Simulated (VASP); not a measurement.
Set up this calculation in VASP 6.6.1, as the native input.

```yaml
Task: relaxation of cell and atoms
Functional: PBE
Potentials_or_basis: VASP PAW PBE potentials, release 64 (Hf_pv, C)
Cutoff: 600 eV
k_mesh: 6 × 6 × 6
Occupations: gaussian, width 0.1 eV
Spin: no spin polarisation
Dipole_correction: no
Further_INCAR_settings: ALGO = Normal; EDIFF = 1e-06; IBRION = 2; EDIFFG = -0.04; NSW = 90; ISIF = 3
```

The structure of HfC lies in POSCAR:

```
HfC
1.0
   -2.0163256900      2.0163256900      1.9266438600
    2.0163256900     -2.0163256900      1.9266438600
    2.0163256900      2.0163256900     -1.9266438600
Hf C
1 1
Direct
    0.0000000000      0.0000000000      0.0000000000
    0.5000000000      0.5000000000      0.0000000000
```

One way to write it, as run:

INCAR

```
PREC = Accurate ; ENCUT = 600
EDIFF = 1E-6 ; ISMEAR = 0
SIGMA = 0.1 ; LREAL = False
LASPH = True ; NELM = 60
ALGO = Normal ; ISIF = 3
LWAVE = False ; LCHARG = False
GGA = PE ; IBRION = 2
NSW = 90 ; EDIFFG = -0.04
```

KPOINTS

```
Automatic mesh
0
Gamma
  6 6 6
```

Potentials or basis: VASP PAW PBE potentials, release 64 (Hf_pv, C).

Run with:

```console
$ cat potpaw_PBE.64/Hf_pv/POTCAR potpaw_PBE.64/C/POTCAR > POTCAR
$ mpirun -np 1 vasp_std > vasp.out
```

Results of the run:

The relaxed volume is 12.54 Å³/atom and the relaxed cell is a = 3.285 Å, b = 3.285 Å, c = 3.285 Å, α = 119.96°, β = 119.96°, γ = 90.07°. The space group after relaxing (to 0.05 Å) is Fm-3m (No. 225). The energy gained by relaxing is 1744.3 meV/atom and the ionic steps are 13. The pressure after relaxing is 0.1 GPa and the band gap on the k mesh is zero (band 7 reaches 6.99 eV, above the bottom of band 8 at 5.61 eV).

Caveat: the k points lie up to 0.45 Å⁻¹ apart in the final cell; the volume moved by over 15 % at a fixed basis, so the end points are rough; spin-orbit coupling is left out, which moves the levels of the heavy elements.

Run time: 83 s on 1 thread of Intel(R) Xeon(R) Platinum 8488C (Sapphire Rapids), with other jobs on the host, peak memory 0.18 GiB.
